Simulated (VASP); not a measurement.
Here is a VASP 6.6.1 calculation.

The input INCAR:

```
ALGO = Normal
EDIFF = 1E-6
ENCUT = 520
GGA = PE
ISIF = 2
ISMEAR = -1
LASPH = True
LCHARG = False
LREAL = False
LWAVE = False
NBANDS = 13
NELM = 100
PREC = Accurate
SIGMA = 0.05
```

KPOINTS

```
k-points
0
Gamma
  12 12 12
```

Contents of POSCAR:

```
Mo
1.0
   -1.5942980787      1.5942980787      1.5942980787
    1.5942980787     -1.5942980787      1.5942980787
    1.5942980787      1.5942980787     -1.5942980787
Mo
1
Direct
    0.0000000000      0.0000000000      0.0000000000
```

Potentials or basis: VASP PAW PBE potentials, release 64 (Mo_sv).

Launch:

```bash
$ cat potpaw_PBE.64/Mo_sv/POTCAR > POTCAR
$ mpirun -np 1 vasp_std > vasp.out
```

(1) Predict the pressure.

(2) Predict the band gap on the k mesh.

Answers

(1) -6.2 GPa.

(2) zero (band 7 reaches 15.80 eV, above the bottom of band 8 at 10.72 eV).
